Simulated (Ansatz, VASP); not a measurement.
## Ga: VASP beside Ansatz

```xyz
1
Lattice="-1.7013 1.7013 1.7013 1.7013 -1.7013 1.7013 1.7013 1.7013 -1.7013" Properties=species:S:1:pos:R:3 pbc="T T T"
Ga    0.0000    0.0000    0.0000
```

Alike in both runs: functional revPBE; k mesh 13 × 13 × 13; occupations fermi-dirac, width 0.1 eV; no spin polarisation.

Ansatz relaxed the structure, and its values are those at the end. VASP's run is a single point on that final structure, the one shown.

|  | VASP | Ansatz |
| --- | --- | --- |
| version | VASP 6.6.1 | Ansatz 0.2.0 |
| potentials or method | VASP PAW PBE potentials, release 64 (Ga_d), cutoff 520 eV | plane waves (420 eV) with PAW, scalar-relativistic |
| valence electrons in the cell | 13 | 13 |

|  | VASP | Ansatz | Ansatz less VASP |
| --- | --- | --- | --- |
| pressure (GPa) | 0.1 | 0.0 | -0.07 |

VASP's potentials were made for PBE, not for revPBE. The functional is the same, so the differences come from potentials, cutoffs and numerics.
